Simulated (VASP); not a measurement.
# BN (P-6m2) in VASP: density of states with PBE+D3(BJ)

Aim: the density of states of BN with PBE+D3(BJ).

Program: VASP 6.6.1. These are calculated values, not measurements. Logs are shortened: lines on timing, memory, paths and dates and some standing lists are left out, and cuts for length are marked.

## Step 1: The cell of the first run

The structure is hexagonal, space group P-6m2 (No. 187). Conventional cell: a = 2.506 Å, b = 2.506 Å, c = 6.597 Å, α = 90.00°, β = 90.00°, γ = 120.00°. Within 1.9 Å of B (site symmetry -6m2) lie 3 N at 1.45 Å. B (site symmetry -6m2) has 3 N at 1.45 Å within 1.9 Å. Within 1.9 Å of N (site symmetry -6m2) lie 3 B at 1.45 Å. N (site symmetry -6m2) has 3 B at 1.45 Å within 1.9 Å.

## Step 2: Density of states, PBE+D3(BJ)

The input, POSCAR:

```
BN
1.0
    2.5061232553      0.0000000000      0.0000000000
   -1.2530616277      2.1703664041      0.0000000000
    0.0000000000      0.0000000000      6.5973567596
B N
2 2
Direct
    0.0000000000      0.0000000000      0.5000000000
    0.3333333333      0.6666666667      0.0000000000
    0.0000000000      0.0000000000      0.0000000000
    0.6666666667      0.3333333333      0.5000000000
```

The input, INCAR.step1:

```
PREC = Accurate ; ENCUT = 520
EDIFF = 1E-6 ; ISMEAR = 0
SIGMA = 0.02 ; LREAL = F
LASPH = T ; NELM = 100
ALGO = Normal ; ISIF = 2
LWAVE = F ; LCHARG = T
GGA = PE ; IVDW = 12
NBANDS = 16
```

The input, KPOINTS.step1:

```
regular mesh
0
Gamma
  12 12 4
```

The input, INCAR.step2:

```
PREC = Accurate ; ENCUT = 520
EDIFF = 1E-6 ; ISMEAR = -5
SIGMA = 0.02 ; LREAL = F
LASPH = T ; NELM = 100
ALGO = Normal ; ISIF = 2
LWAVE = F ; LCHARG = F
GGA = PE ; IVDW = 12
LORBIT = 11 ; NEDOS = 1001
ICHARG = 11
```

The input, KPOINTS.step2:

```
regular mesh
0
Gamma
  18 18 6
```

Potentials or basis: VASP PAW PBE potentials, release 64 (B, N).

Run with:

```
> cat potpaw_PBE.64/B/POTCAR potpaw_PBE.64/N/POTCAR > POTCAR
> cp INCAR.step1 INCAR
> cp KPOINTS.step1 KPOINTS
> mpirun -np 1 vasp_std > vasp.out
> cp INCAR.step2 INCAR
> cp KPOINTS.step2 KPOINTS
> mpirun -np 1 vasp_std > vasp.out
```

OUTCAR:

```text
PREC = Accurate
   ENCUT = 520
   EDIFF = 1E-6
   ISMEAR = -5
   LREAL = F
   LASPH = T
   NELM = 100
   ISIF = 2
   GGA = PE
   IVDW = 12
   LORBIT = 11
   ICHARG = 11
 IVDW          = 12

 ion  position               nearest neighbor table
   1  0.000  0.000  0.500-   4 1.45   4 1.45   4 1.45
   2  0.333  0.667  0.000-   3 1.45   3 1.45   3 1.45
   3  0.000  0.000  0.000-   2 1.45   2 1.45   2 1.45
   4  0.667  0.333  0.500-   1 1.45   1 1.45   1 1.45

  LATTYP: Found a hexagonal cell.
 ALAT       =     2.5061232553
 C/A-ratio  =     2.6324949284

  Lattice vectors:

 A1 = (   2.5061232553,   0.0000000000,   0.0000000000)
 A2 = (  -1.2530616277,   2.1703664041,   0.0000000000)
 A3 = (   0.0000000000,   0.0000000000,   6.5973567596)

Analysis of symmetry for initial positions (statically):
=====================================================================
 Subroutine PRICEL returns:
 Original cell was already a primitive cell.

 Routine SETGRP: Setting up the symmetry group for a
 hexagonal supercell.

 Subroutine GETGRP returns: Found 12 space group operations
 (whereof 12 operations were pure point group operations)
 out of a pool of 24 trial point group operations.

The static configuration has the point symmetry D_3h.

Analysis of symmetry for dynamics (positions and initial velocities):
=====================================================================
 Subroutine PRICEL returns:
 Original cell was already a primitive cell.

 Routine SETGRP: Setting up the symmetry group for a
 hexagonal supercell.

 Subroutine GETGRP returns: Found 12 space group operations
 (whereof 12 operations were pure point group operations)
 out of a pool of 24 trial point group operations.

The dynamic configuration has the point symmetry D_3h.

 Subroutine INISYM returns: Found 12 space group operations
 (whereof 12 operations are pure point group operations),
 and found     1 'primitive' translations

----------------------------------------------------------------------------------------

                                     Primitive cell

  volume of cell :      35.8844

  direct lattice vectors                    reciprocal lattice vectors
     2.506123255  0.000000000  0.000000000     0.399022673  0.230375848  0.000000000
    -1.253061628  2.170366404  0.000000000     0.000000000  0.460751695  0.000000000
     0.000000000  0.000000000  6.597356760     0.000000000  0.000000000  0.151575856

  length of vectors
     2.506123255  2.506123255  6.597356760     0.460751695  0.460751695  0.151575856

  position of ions in fractional coordinates (direct lattice)
     0.000000000  0.000000000  0.500000000
     0.333333333  0.666666667  0.000000000
     0.000000000  0.000000000  0.000000000
     0.666666667  0.333333333  0.500000000

  ion indices of the primitive-cell ions
   primitive index   ion index
                 1           1
                 2           2
                 3           3
                 4           4

----------------------------------------------------------------------------------------

 KPOINTS: regular mesh

Automatic generation of k-mesh.
 Grid dimensions read from file:
 generate k-points for:   18   18    6

 Generating k-lattice:

  Cartesian coordinates                     Fractional coordinates (reciprocal lattice)
     0.022167926  0.012798658  0.000000000     0.055555556  0.000000000  0.000000000
     0.000000000  0.025597316  0.000000000     0.000000000  0.055555556  0.000000000
     0.000000000  0.000000000  0.025262643     0.000000000  0.000000000  0.166666667

  Length of vectors
     0.025597316  0.025597316  0.025262643

  Shift w.r.t. Gamma in fractional coordinates (k-lattice)
     0.000000000  0.000000000  0.000000000

 TETIRR: Found   1977 inequivalent tetrahedra from    11664

 Subroutine IBZKPT returns following result:
 ===========================================

 Found    148 irreducible k-points:

 Following reciprocal coordinates:
            Coordinates               Weight
  0.000000  0.000000  0.000000      1.000000
  0.055556  0.000000  0.000000      6.000000
  0.111111  0.000000  0.000000      6.000000
  0.166667 -0.000000  0.000000      6.000000
  0.222222 -0.000000  0.000000      6.000000
  0.277778  0.000000  0.000000      6.000000
[... 16 lines left out ...]
  0.333333  0.111111  0.000000     12.000000
  0.388889  0.111111  0.000000     12.000000
 [... further k-points ...]
   k-points           NKPTS =    148   k-points in BZ     NKDIM =    148   number of bands    NBANDS=     12
   number of dos      NEDOS =   1001   number of ions     NIONS =      4
   total plane-waves  NPLWV =  20000
   dimension x,y,z NGX =    20 NGY =   20 NGZ =   50
   dimension x,y,z NGXF=    40 NGYF=   40 NGZF=  100
   ions per type =               2   2
   NGX,Y,Z   is equivalent  to a cutoff of  13.27, 13.27, 12.60 a.u.
   NGXF,Y,Z  is equivalent  to a cutoff of  26.53, 26.53, 25.20 a.u.
 SYSTEM =  unknown system
   PREC   = accura    normal or accurate (medium, high low for compatibility)
   ISTART =      0    job   : 0-new  1-cont  2-samecut
   ICHARG =     11    charge: 1-file 2-atom 10-const
   ISPIN  =      1    spin polarized calculation?
   LNONCOLLINEAR =      F non collinear calculations
   LSORBIT =      F    spin-orbit coupling
   LASPH  =      T    aspherical Exc in radial PAW
   ENCUT  =  520.0 eV  38.22 Ry    6.18 a.u.   4.66  4.66 12.27*2*pi/ulx,y,z
   NELM   =    100;   NELMIN=  2; NELMDL=  0     # of ELM steps
   EDIFF  = 0.1E-05   stopping-criterion for ELM
   LREAL  =      F    real-space projection
   EDIFFG = 0.1E-04   stopping-criterion for IOM
   NSW    =      0    number of steps for IOM
   IBRION =     -1    ionic relax: 0-MD 1-quasi-New 2-CG
   NFREE  =      0    steps in history (QN), initial steepest desc. (CG)
   ISIF   =      2    stress and relaxation
   ISYM   =      2    0-nonsym 1-usesym 2-fastsym
   POTIM  = 0.5000    time-step for ionic-motion
   TEBEG  =    0.0;   TEEND  =   0.0 temperature during run
   PSTRESS=    0.0 pullay stress
   NELECT =      16.0000    total number of electrons
   NUPDOWN=      -1.0000    fix difference up-down
   EMIN   =  10.00;   EMAX   =-10.00  energy-range for DOS
   EFERMI =   0.00;   METHOD = LEGACY
   ISMEAR =    -5;   SIGMA  =   0.02  broadening in eV -4-tet -1-fermi 0-gaus
   EFERMI_NEDOS =   21; number of points for ismear=-14 and -15
   IALGO  =     38    algorithm
   IMIX   =      4    mixing-type and parameters
     AMIX     =   0.40;   BMIX     =  1.00
     AMIX_MAG =   1.60;   BMIX_MAG =  1.00
  volume/ion in A,a.u.               =       8.97        60.54
  Fermi-wavevector in a.u.,A,eV,Ry     =   1.250680  2.363443 21.282253  1.564201
  Thomas-Fermi vector in A             =   2.384663
   LORBIT       =     11    0 simple, 1 ext, 2 COOP (PROOUT), +10 PAW based schemes
   GGA     = PE    functional components
   LHFCALC =     F    Hartree Fock is set to
   AEXX    =    0.0000 exact exchange contribution
   IVDW    =    12    specifies the selected vdW correction
   LEPSILON=     F    determine dielectric tensor
   LRPA    =     F    only Hartree local field effects (RPA)
 non-spin polarized calculation
 Fermi weights with tetrahedron method with Bloechl corrections
  energy-cutoff  :      520.00
  volume of cell :       35.88
 maximum number of plane-waves:       985
 NGX is ok and might be reduce to    20

 number of electron      15.9999998 magnetization

 Free energy of the ion-electron system (eV)
  ---------------------------------------------------
  ext. energy  EPLUGINS =         0.00000000
  ---------------------------------------------------
  free energy    TOTEN  =       -35.15067988 eV

  energy without entropy =      -35.15067988  energy(sigma->0) =      -35.15067988

 E-fermi :   2.3779     XC(G=0): -10.1173

 val. band max:        2.3698066081   @ k =   0.3333   0.3333   0.5000
 cond. band min:       6.7211593296   @ k =   0.5000   0.0000   0.0000
 fundamental gap:      4.3513527215
 Fermi energy:         2.3779263797

 k-point     1 :       0.0000    0.0000    0.0000
  band No.  band energies     occupation
      1     -15.4892      2.00000
      2     -15.1645      2.00000
      3      -3.9127      2.00000
      4      -1.7341      2.00000
      5       0.9367      2.00000
      6       0.9367      2.00000
      7       1.0502      2.00000
      8       1.0502      2.00000
      9       7.5940      0.00000
     10      12.6366      0.00000
     11      13.8874      0.00000
     12      13.9567      0.00000

 k-point     2 :       0.0556    0.0000    0.0000
  band No.  band energies     occupation
      1     -15.4287      2.00000
      2     -15.1060      2.00000
      3      -3.8294      2.00000
      4      -1.6603      2.00000
      5       0.6811      2.00000
      6       0.7942      2.00000
      7       0.8179      2.00000
      8       0.9324      2.00000
      9       7.7080      0.00000
     10      12.5887      0.00000
     11      13.7596      0.00000
     12      13.9336      0.00000
[... 301 lines left out ...]
 k-point    23 :       0.3333    0.1111    0.0000
  band No.  band energies     occupation
      1     -12.8163      2.00000
      2     -12.6140      2.00000
      3      -5.5446      2.00000
      4      -5.3820      2.00000
      5      -2.2654      2.00000
      6      -2.1320      2.00000
      7       0.0010      2.00000
      8       1.3903      2.00000
      9       7.9781      0.00000
     10       8.8502      0.00000
     11      11.7773      0.00000
     12      13.3612      0.00000

 k-point    24 :       0.3889    0.1111    0.0000
  band No.  band energies     occupation
      1     -12.3779      2.00000
      2     -12.2182      2.00000
      3      -6.2349      2.00000
      4      -6.0642      2.00000
      5      -2.4658      2.00000
      6      -2.3301      2.00000
      7       0.8037      2.00000
      8       1.7631      2.00000
      9       7.1122      0.00000
     10       8.1031      0.00000
     11      12.4725      0.00000
     12      13.1763      0.00000

 [... further k-points ...]

------------------------ aborting loop because EDIFF is reached ----------------------------------------

 Edisp (eV)   -0.56836

 E8    (eV) :    -0.1667

  FORCE on cell =-STRESS in cart. coord.  units (eV):
  Direction    XX          YY          ZZ          XY          YZ          ZX
  --------------------------------------------------------------------------------------
  -------------------------------------------------------------------------------------
  Total       0.03763     0.03763    -0.03648    -0.00000     0.00000     0.00000
  in kB       1.68017     1.68017    -1.62864    -0.00000     0.00000     0.00000
  external pressure =        0.58 kB  Pullay stress =        0.00 kB

 VOLUME and BASIS-vectors are now :
 -----------------------------------------------------------------------------
  energy-cutoff  :      520.00
  volume of cell :       35.88
      direct lattice vectors                 reciprocal lattice vectors
     2.506123255  0.000000000  0.000000000     0.399022673  0.230375848  0.000000000
    -1.253061628  2.170366404  0.000000000     0.000000000  0.460751695  0.000000000
     0.000000000  0.000000000  6.597356760     0.000000000  0.000000000  0.151575856

 POSITION                                       TOTAL-FORCE (eV/Angst)
 -----------------------------------------------------------------------------------
      0.00000      0.00000      3.29868         0.000000     -0.000000      0.000000
     -0.00000      1.44691      0.00000         0.000000     -0.000000      0.000000
      0.00000      0.00000      0.00000         0.000000     -0.000000      0.000000
      1.25306      0.72346      3.29868        -0.000000      0.000000      0.000000
 -----------------------------------------------------------------------------------
    total drift:                               -0.000258      0.000149      0.000000

  FREE ENERGIE OF THE ION-ELECTRON SYSTEM (eV)
  ---------------------------------------------------
  free  energy   TOTEN  =       -35.7190418327 eV

  energy  without entropy=      -35.7190418327  energy(sigma->0) =      -35.71904183

 total charge

# of ion       s       p       d       tot
------------------------------------------
    1        0.744   1.423   0.000   2.167
    2        0.744   1.424   0.000   2.168
    3        1.226   2.793   0.000   4.019
    4        1.225   2.796   0.000   4.021
--------------------------------------------------
tot          3.938   8.437   0.000  12.375
```

Run time: 31 s. Hardware: 1 thread of Intel Xeon 6975P-C (Granite Rapids), shared host; peak memory 0.19 GiB.

Results:

| Item | Value |
| --- | --- |
| Valence electrons inside the program's atomic spheres | B 2.17; N 4.02 |
| Dispersion energy per atom | -0.142 eV |

Levels at points of the mesh, in eV from the valence-band top:
```
           k point  band 6  band 7  band 8  band 9  band 10  band 11
(0.00, 0.00, 0.00)   -1.43   -1.32   -1.32    5.22    10.27    11.52
(0.50, 0.00, 0.00)   -4.10   -1.34   -0.70    4.35     5.50     9.60
(0.00, 0.00, 0.50)   -1.43   -1.32   -1.32    7.59     7.63    11.49
(0.50, 0.00, 0.50)   -4.11   -1.02   -0.91    4.62     4.68     9.80
```
